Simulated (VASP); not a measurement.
Crystal: PbO.

```
Pb O
1.0
     3.99000    0.00000    0.00000
     0.00000    3.99000    0.00000
     0.00000    0.00000    5.01000
Pb O
2 2
Cartesian
  1.9950 0.0000 3.8076
  0.0000 1.9950 1.2024
  1.9950 1.9950 0.0000
  0.0000 0.0000 0.0000
```

Base run:

```yaml
Program: VASP 6.6.1
Functional: PBE0
Potentials_or_basis: VASP PAW PBE potentials, release 64 (Pb_d, O)
Cutoff: 520 eV
k_mesh: 4 × 4 × 3
Occupations: fermi-dirac, width 0.05 eV
Spin: no spin polarisation
```

Its results: band gap on the k mesh 2.50 eV (least direct gap 3.94 eV); pressure -0.9 GPa; largest force 0.582 eV/Å.

Question: The run is repeated on the same cell with these changes: functional from PBE0 to PBEsol-based global hybrid with 25 % exact exchange. What comes out?

Answer: Band gap on the k mesh 2.45 eV (least direct gap 3.88 eV); pressure -3.7 GPa; largest force 0.809 eV/Å.

Caveats: the PAW data sets were made with another functional, which shifts forces and pressure a little; spin-orbit coupling is left out, which moves the levels of the heavy elements; the cell stands under tension (at least some runs).

A k mesh can miss the band edges.
